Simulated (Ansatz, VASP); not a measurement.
## Ge2Sb2Te5: VASP beside Ansatz

```xyz
9
Lattice="3.9417 0.0000 0.0000 -1.9709 3.4136 0.0000 0.0000 0.0000 17.7804" Properties=species:S:1:pos:R:3 pbc="T T T"
Ge    0.0000    0.0000    5.8910
Ge    0.0000    0.0000   11.8894
Sb    0.0000    2.2758    1.9931
Sb    1.9709    1.1379   15.7872
Te    0.0000    0.0000    0.0000
Te    0.0000    2.2758   14.0720
Te    1.9709    1.1379    3.7084
Te    0.0000    2.2758    7.2829
Te    1.9709    1.1379   10.4975
```

Alike in both runs: task single point; functional PBE; k mesh 12 × 12 × 2; occupations gaussian, width 0.03 eV; no spin polarisation.

|  | VASP | Ansatz |
| --- | --- | --- |
| version | VASP 6.6.1 | Ansatz 0.2.0 |
| potentials or method | VASP PAW PBE potentials, release 64 (Ge_d, Sb, Te), cutoff 520 eV | scalar-relativistic, plane waves, PAW |
| valence electrons in the cell | 68 | 138 |

VASP gave:

| Item | Value |
| --- | --- |
| gap on the k mesh at the Fermi level (eV) | none |
| pressure (GPa) | 11.8 |
| traceless stress, the component that is largest in VASP (GPa) | -1.28 |
| rms of the force components (eV/Å) | 0.589 |

**Question.** Estimate Ansatz's values.

**Answer.** gap on the k mesh at the Fermi level (eV): none; pressure (GPa): 11.7; traceless stress, the component that is largest in VASP (GPa): -1.31; rms of the force components (eV/Å): 0.569.

Atom by atom the forces differ by 0.022 eV/Å (rms over components). A gap of «none» marks a metal or a gap that the smearing closes. VASP's potentials hold 68 valence electrons a cell and Ansatz's 138, so a difference there can come from the potentials and not from the codes.

Spin-orbit coupling is off throughout.
